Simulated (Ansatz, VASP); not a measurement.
# One calculation of Sc, two programs

```
Sc
1.0
     0.00000    2.24755    2.24755
     2.24755    0.00000    2.24755
     2.24755    2.24755    0.00000
Sc
1
Cartesian
  0.0000 0.0000 0.0000
```

Alike in both runs: task single point; functional RPBE; k mesh 13 × 13 × 13; occupations fermi-dirac, width 0.1 eV; no spin polarisation.

```csv
,VASP,Ansatz
version,VASP 6.6.1,Ansatz 0.2.0
potentials or method,"VASP PAW PBE potentials, release 64 (Sc_sv), cutoff 520 eV","plane waves (420 eV) with PAW, scalar-relativistic"
valence electrons in the cell,11,11
```

|  | VASP | Ansatz | Ansatz less VASP |
| --- | --- | --- | --- |
| pressure (GPa) | 7.5 | 7.4 | -0.03 |

VASP's potentials were made for PBE, not for RPBE.
